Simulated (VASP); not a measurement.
## Si3N2: single point with PBE

Crystal: Si3N2.

```
Si N
1.0
     2.88613    0.00000    0.00000
    -1.44307    2.49946    0.00000
     0.00000    0.00000   19.77567
Si N
6 4
Direct
  0.00000 0.00000 0.93929
  0.00000 0.00000 0.06071
  0.33333 0.66667 0.67381
  0.66667 0.33333 0.32619
  0.33333 0.66667 0.55096
  0.66667 0.33333 0.44904
  0.66667 0.33333 0.91078
  0.33333 0.66667 0.08922
  0.00000 0.00000 0.70254
  0.00000 0.00000 0.29746
```

```yaml
Program: VASP 6.6.1
Task: single point
Functional: PBE
Potentials_or_basis: VASP PAW PBE potentials, release 64 (Si, N)
Cutoff: 520 eV
k_mesh: 12 × 12 × 2
Occupations: gaussian, width 0.1 eV
Spin: no spin polarisation
```

The pressure is -0.1 GPa and the largest force is 0.024 eV/Å. The band gap on the k mesh is zero (bands 22 and 23 overlap by 4.30 eV).

Forces in eV/Å, atoms in the order of the input:
```
Si   0.000  0.000 -0.016
Si   0.000  0.000  0.016
Si   0.000  0.000  0.021
Si   0.000  0.000 -0.021
Si   0.000  0.000  0.000
Si   0.000  0.000  0.000
N    0.000  0.000  0.023
N    0.000  0.000 -0.023
N    0.000  0.000 -0.024
N    0.000  0.000  0.024
```

Levels at points of the mesh, in eV from the Fermi level:
```tsv
k point	band 20	band 21	band 22	band 23	band 24	band 25
(0.00, 0.00, 0.00)	-1.97	-0.66	2.34	2.58	4.38	4.80
(0.50, 0.00, 0.00)	-3.01	-2.52	-2.00	0.28	0.50	1.47
(0.00, 0.00, 0.50)	-2.00	-0.63	2.26	2.65	4.36	4.82
(0.50, 0.00, 0.50)	-3.01	-2.52	-2.00	0.27	0.50	1.47
```

Run time: 12 min on 1 thread of Intel Xeon 8259CL, on a shared host, peak memory 0.35 GiB.
